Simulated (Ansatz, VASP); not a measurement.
# CdS in VASP and in Ansatz

```
CELL_PARAMETERS angstrom
4.19703 0.00000 0.00000
-2.09851 3.63473 0.00000
0.00000 0.00000 6.82788
ATOMIC_POSITIONS crystal
Cd 0.33333 0.66667 0.00417
Cd 0.66667 0.33333 0.50417
S 0.33333 0.66667 0.38083
S 0.66667 0.33333 0.88083
```

Alike in both runs: task single point; functional PBE; k mesh 10 × 10 × 6; occupations methfessel-paxton of order 1, width 0.005 eV; no spin polarisation.

|  | VASP | Ansatz |
| --- | --- | --- |
| version | VASP 6.6.1 | Ansatz 0.2.0 |
| potentials or method | VASP PAW PBE potentials, release 64 (Cd, S), cutoff 520 eV | scalar-relativistic, plane waves, PAW |
| valence electrons in the cell | 36 | 52 |

|  | VASP | Ansatz | Ansatz less VASP |
| --- | --- | --- | --- |
| gap on the k mesh at the Fermi level (eV) | 1.11 | 1.11 | -0.001 |
| pressure (GPa) | 0.3 | 0.0 | -0.29 |

VASP's potentials hold 36 valence electrons a cell and Ansatz's 52, so a difference there can come from the potentials and not from the codes.
